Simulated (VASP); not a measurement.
**Na2P3: relaxation of cell and atoms with PBE**

Crystal: Na2P3.

```
Na P
1.0
     3.40860    0.00000    0.00000
    -1.70430    2.95194    0.00000
     0.00000    0.00000   10.21154
Na P
2 3
Direct
  0.33333 0.66667 0.19724
  0.66667 0.33333 0.80276
  0.00000 0.00000 0.00000
  0.33333 0.66667 0.55530
  0.66667 0.33333 0.44470
```

```
Program                : VASP 6.6.1
Task                   : relaxation of cell and atoms
Functional             : PBE
Potentials or basis    : VASP PAW PBE potentials, release 64 (Na_pv, P)
Cutoff                 : 600 eV
k mesh                 : 12 × 12 × 4
Occupations            : gaussian, width 0.1 eV
Spin                   : no spin polarisation
Dipole correction      : no
Further INCAR settings : ALGO = Normal; EDIFF = 1e-06; IBRION = 2; EDIFFG = -0.01; NSW = 100; ISIF = 3
```

```yaml
Relaxed_volume: 20.90 Å³/atom
Relaxed_cell: a = 3.434 Å, b = 3.434 Å, c = 10.231 Å, α = 90.00°, β = 90.00°, γ = 120.00°
Space_group_after_relaxing_to_0.05_Å: P-3m1 (No. 164)
Energy_gained_by_relaxing: 1.1 meV/atom
Ionic_steps: 11
Pressure_after_relaxing: 0.0 GPa
Largest_force_after_relaxing: 0.007 eV/Å
```

Forces on the atoms (eV/Å):
```
Na   0.000  0.000  0.007
Na   0.000  0.000 -0.007
P    0.000  0.000  0.000
P    0.000  0.000  0.003
P    0.000  0.000 -0.003
```

Step by step:
| step | energy change (eV) | largest force (eV/Å) | pressure (GPa) | volume (Å³) |
| --- | --- | --- | --- | --- |
| 1 | 0.0000 | 0.0915 | 0.64 | 102.75 |
| 2 | -0.0034 | 0.1002 | 0.01 | 103.98 |
| 3 | -0.0034 | 0.1092 | 0.00 | 104.11 |
| 4 | -0.0035 | 0.1277 | -0.13 | 104.38 |
| 5 | -0.0035 | 0.1191 | -0.04 | 104.25 |
| 6 | -0.0047 | 0.0555 | -0.04 | 104.48 |
| 7 | -0.0051 | 0.0199 | -0.03 | 104.72 |
| 8 | -0.0051 | 0.0215 | -0.02 | 104.69 |
| 9 | -0.0053 | 0.0188 | -0.02 | 104.66 |
| 10 | -0.0055 | 0.0116 | -0.02 | 104.57 |
| 11 | -0.0055 | 0.0071 | 0.01 | 104.49 |

Final structure:
```
CELL_PARAMETERS angstrom
3.43409 0.00000 0.00000
-1.71705 2.97401 0.00000
0.00000 0.00000 10.23147
ATOMIC_POSITIONS crystal
Na 0.33333 0.66667 0.19915
Na 0.66667 0.33333 0.80085
P 0.00000 0.00000 0.00000
P 0.33333 0.66667 0.55412
P 0.66667 0.33333 0.44588
```

Levels at points of the mesh, in eV from the Fermi level:
```tsv
k point	band 13	band 14	band 15	band 16	band 17	band 18
(0.00, 0.00, 0.00)	-2.97	0.26	1.26	1.26	2.19	2.19
(0.50, 0.00, 0.00)	-3.31	-1.08	-0.62	0.86	0.97	2.71
(0.00, 0.00, 0.50)	-1.94	0.12	1.26	1.26	1.40	2.19
(0.50, 0.00, 0.50)	-3.30	-1.22	-0.51	0.76	0.86	2.81
```

It took 7.6 min on 1 thread of AMD EPYC 9R45 96-Core Processor (Zen 5), with other jobs on the host, peak memory 0.3 GiB.
